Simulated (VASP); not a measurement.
The system is Pb.

```xyz
1
Lattice="0.0000 2.4750 2.4750 2.4750 0.0000 2.4750 2.4750 2.4750 0.0000" Properties=species:S:1:pos:R:3 pbc="T T T"
Pb    0.0000    0.0000    0.0000
```

| Item | Value |
| --- | --- |
| Program | VASP 6.6.1 |
| Task | relaxation of cell and atoms |
| Functional | BLYP |
| Dispersion | D4 |
| Potentials or basis | VASP PAW PBE potentials, release 64 (Pb_d) |
| Cutoff | 600 eV |
| k mesh | 9 × 9 × 9 |
| Occupations | fermi-dirac, width 0.05 eV |
| Spin | no spin polarisation |

At the start: pressure 2.0 GPa; volume 30.32 Å³/atom.

Q: How do energy, volume and symmetry change on relaxing?

A: Over 3 steps the energy falls by 7.9 meV/atom and the volume is 31.65 Å³/atom (+4.4 %); space group Fm-3m (No. 225, to 0.05 Å).

Step by step:
```csv
step,energy change (eV),largest force (eV/Å),pressure (GPa),volume (Å³)
1,0.0000,0.0000,1.98,30.32
2,-0.0074,0.0000,-0.43,32.00
3,-0.0079,0.0000,0.02,31.65
```

Final structure:
```
Pb
1.0
     0.00000    2.51073    2.51073
     2.51073    0.00000    2.51073
     2.51073    2.51073    0.00000
Pb
1
Direct
  0.00000 0.00000 0.00000
```

The cell as given is a measured one (30.32 Å³/atom); BLYP+D4 puts the equilibrium volume +4.4 % from it, thermal expansion not counted.

Caveat: the PAW data sets were made with another functional, which shifts forces and pressure a little; pairwise dispersion overbinds metals, which lowers pressure and volume.
